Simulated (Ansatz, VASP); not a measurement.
## PbSe in VASP and in Ansatz

The input INCAR:

```
PREC = Accurate ; ENCUT = 520
EDIFF = 1E-6 ; ISMEAR = -1
SIGMA = 0.02 ; LREAL = F
LASPH = T ; NELM = 150
ALGO = Normal ; ISIF = 2
LWAVE = F ; LCHARG = T
MAGMOM = 0 0 0 0 0 0 ; LORBIT = 11
LSORBIT = T ; GGA_COMPAT = F
LORBMOM = T ; GGA = PE
LVHAR = T ; NBANDS = 32
```

The input KPOINTS:

```
Automatic mesh
0
Gamma
  8 8 8
```

POSCAR

```
PbSe
1.0
    0.0000000000      3.0887022193      3.0887022193
    3.0887022193      0.0000000000      3.0887022193
    3.0887022193      3.0887022193      0.0000000000
Pb Se
1 1
Direct
    0.0000000000      0.0000000000      0.0000000000
    0.5000000000      0.5000000000      0.5000000000
```

Input for Ansatz:

```yaml
crystal:
  lattice:
    - [0.0, 3.0887022193, 3.0887022193]
    - [3.0887022193, 0.0, 3.0887022193]
    - [3.0887022193, 3.0887022193, 0.0]
  atoms:
    - { symbol: Pb, position: [0.0, 0.0, 0.0] }
    - { symbol: Se, position: [0.5, 0.5, 0.5] }
kpoints:
  mp_grid: { grid: [8, 8, 8] }
  band_path:
    path:
      - [0.0, 0.0, 0.0]
      - [0.5, 0.0, 0.5]
      - [0.625, 0.25, 0.625]
      - [0.375, 0.375, 0.75]
      - [0.5, 0.5, 0.5]
      - [0.5, 0.25, 0.75]
      - [0.0, 0.0, 0.5]
    npoints: 1
hamiltonian:
  xc: pbe
scf:
  occupations: { method: fermi_dirac, width: 0.02 }
  n_extra_bands: 8
magnetization:
  noncollinear: true
  spin_orbit: true
output:
  forces: true
  stress: true
  eigenvalues: true
```

Alike in both runs: task single point; functional PBE; k mesh 8 × 8 × 8; occupations fermi-dirac, width 0.02 eV; non-collinear spin, spin-orbit coupling.

```csv
,VASP,Ansatz
version,VASP 6.6.1,Ansatz 0.2.0
potentials or method,"VASP PAW PBE potentials, release 64 (Pb_d, Se)","plane waves, PAW"
plane-wave cutoff (eV),520,420
valence electrons in the cell,20,30
```

|  | VASP | Ansatz | Ansatz less VASP |
| --- | --- | --- | --- |
| pressure (GPa) | 0.7 | 0.6 | -0.13 |
| net moment per atom (μB) | 0.00 | 0.00 | 0.000 |

The functional is the same, so the differences come from potentials, cutoffs and numerics. VASP's potentials hold 20 valence electrons a cell and Ansatz's 30, so a difference there can come from the potentials and not from the codes.
